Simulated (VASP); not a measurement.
Wanted: the native input for a VASP 6.6.1 run.

```
Task                   : single point
Functional             : PBEsol
Potentials or basis    : VASP PAW PBE potentials, release 64 (W_sv, C)
Cutoff                 : 520 eV
k mesh                 : 11 × 11 × 11
Occupations            : methfessel-paxton, width 0.05 eV
Spin                   : no spin polarisation
Dipole correction      : no
Further INCAR settings : ALGO = Normal; EDIFF = 1e-06; NBANDS = 16
```

The structure of WC lies in POSCAR:

```
WC
1.0
    0.0000000000      2.1012100984      2.1012100984
    2.1012100984      0.0000000000      2.1012100984
    2.1012100984      2.1012100984      0.0000000000
W C
1 1
Direct
    0.0000000000      0.0000000000      0.0000000000
    0.5000000000      0.5000000000      0.5000000000
```

One way to write it, as run:

INCAR

```
SYSTEM = WC
PREC     = Accurate       ! precision mode
ENCUT    = 520            ! plane-wave cutoff, eV
EDIFF    = 1E-6           ! SCF threshold, eV
ISMEAR   = 1              ! smearing method
SIGMA    = 0.05           ! smearing width, eV
LREAL    = .False.        ! projectors in reciprocal space
LASPH    = .True.         ! aspherical terms in the spheres
NELM     = 100            ! most SCF steps
ALGO     = Normal         ! electronic algorithm
ISIF     = 2              ! what is computed and relaxed
LWAVE    = .False.        ! write WAVECAR
LCHARG   = .True.         ! write CHGCAR
GGA      = PS             ! functional
LELF     = .True.         ! ELF
LVHAR    = .True.       
NBANDS   = 16             ! bands
```

KPOINTS

```
regular mesh
0
Gamma
  11 11 11
  0 0 0
```

Potentials or basis: VASP PAW PBE potentials, release 64 (W_sv, C).

Command:

```bash
$ cat potpaw_PBE.64/W_sv/POTCAR potpaw_PBE.64/C/POTCAR > POTCAR
$ mpirun -np 1 vasp_std > vasp.out
```

It gave:

```
Pressure               : 50.4 GPa
Band gap on the k mesh : zero (band 9 reaches 15.49 eV, above the bottom of band 10 at 11.77 eV)
```

Caveat: the PAW data sets were made with another functional, which shifts forces and pressure a little; spin-orbit coupling is left out, which moves the levels of the heavy elements.

It took 8.8 s on 1 thread of Intel Xeon 6975P-C, on a shared host, peak memory 0.15 GiB.
